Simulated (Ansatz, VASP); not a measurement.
## MgO: VASP beside Ansatz

INCAR

```
PREC = Accurate
ENCUT = 520
EDIFF = 1E-6
ISMEAR = 0
SIGMA = 0.05
LREAL = F
LASPH = T
NELM = 100
ALGO = Normal
ISIF = 2
LWAVE = F
LCHARG = F
GGA = PE
NBANDS = 26
```

File KPOINTS:

```
regular mesh
0
Gamma
  9 9 4
```

POSCAR

```
MgO
1.0
    3.2324161394      0.0000000000      0.0000000000
   -1.6162080697      2.7993544923      0.0000000000
    0.0000000000      0.0000000000     11.6958513172
Mg O
4 4
Direct
    0.3333333333      0.6666666667      0.9694906392
    0.0000000000      0.0000000000      0.2208211786
    0.0000000000      0.0000000000      0.7208211786
    0.6666666667      0.3333333333      0.4694906392
    0.3333333333      0.6666666667      0.7800420079
    0.0000000000      0.0000000000      0.5296443544
    0.0000000000      0.0000000000      0.0296443544
    0.6666666667      0.3333333333      0.2800420079
```

Input for Ansatz:

```yaml
crystal:
  lattice:
    - [3.2324161394, 0.0, 0.0]
    - [-1.6162080697, 2.7993544923, 0.0]
    - [0.0, 0.0, 11.6958513172]
  atoms:
    - { symbol: Mg, position: [0.3333333333, 0.6666666667, 0.9694906392] }
    - { symbol: Mg, position: [0.0, 0.0, 0.2208211786] }
    - { symbol: Mg, position: [0.0, 0.0, 0.7208211786] }
    - { symbol: Mg, position: [0.6666666667, 0.3333333333, 0.4694906392] }
    - { symbol: O, position: [0.3333333333, 0.6666666667, 0.7800420079] }
    - { symbol: O, position: [0.0, 0.0, 0.5296443544] }
    - { symbol: O, position: [0.0, 0.0, 0.0296443544] }
    - { symbol: O, position: [0.6666666667, 0.3333333333, 0.2800420079] }
basis:
  ecutwfc: 520.0
kpoints:
  mp_grid: { grid: [9, 9, 4] }
hamiltonian:
  xc: pbe
  pseudopotentials: { kind: paw, azcp: { folder: soft_1 } }
scf:
  occupations: { method: gaussian, width: 0.05 }
output:
  forces: true
  stress: true
  eigenvalues: true
```

Alike in both runs: task single point; functional PBE; k mesh 9 × 9 × 4; occupations gaussian, width 0.05 eV; no spin polarisation.

|  | VASP | Ansatz |
| --- | --- | --- |
| version | VASP 6.6.1 | Ansatz 0.2.0 |
| potentials or method | VASP PAW PBE potentials, release 64 (Mg, O), cutoff 520 eV | scalar-relativistic, plane waves, PAW |
| valence electrons in the cell | 32 | 64 |

```csv
,VASP,Ansatz,Ansatz less VASP
gap on the k mesh at the Fermi level (eV),2.91,2.93,+0.022
least direct gap on the mesh (eV),2.91,2.93,+0.022
pressure (GPa),-5.9,-5.5,+0.42
"traceless stress, the component that is largest in VASP (GPa)",-12.49,-12.33,+0.157
rms of the force components (eV/Å),0.178,0.177,-0.0015
```

Atom by atom the forces differ by 0.001 eV/Å (rms over components). With one functional, cell and mesh, what is left measures potentials, basis and numerics. VASP's potentials hold 32 valence electrons a cell and Ansatz's 64, so a difference there can come from the potentials and not from the codes.
